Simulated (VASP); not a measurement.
A run of VASP 6.6.1:

INCAR

```
SYSTEM = InP
PREC = Accurate
ENCUT = 520
EDIFF = 1E-7
ISMEAR = -1
SIGMA = 0.05
LREAL = .False.
LASPH = .True.
NELM = 80
ALGO = Normal
ISIF = 2
LWAVE = .False.
LCHARG = .False.
GGA = RP
IVDW = 13
NBANDS = 16
```

Contents of KPOINTS:

```
regular mesh
0
Gamma
  8 8 8
  0 0 0
```

POSCAR

```
InP
1.0
    0.0000000000      2.7234525393      2.7234525393
    2.7234525393      0.0000000000      2.7234525393
    2.7234525393      2.7234525393      0.0000000000
In P
1 1
Direct
    0.0000000000      0.0000000000      0.0000000000
    0.5000000000      0.5000000000      0.5000000000
```

Potentials or basis: VASP PAW PBE potentials, release 64 (In_d, P).

Launch:

```bash
$ cat potpaw_PBE.64/In_d/POTCAR potpaw_PBE.64/P/POTCAR > POTCAR
$ mpirun -np 1 vasp_std > vasp.out
```

Hardware: 1 thread of Intel Xeon 8259CL, on a shared host.

Question: Estimate the wall time of this run.

Answer: It took 34 s on 1 thread of Intel Xeon 8259CL (shared host), peak memory 0.18 GiB. Counts: scf iterations 13, k points 29.
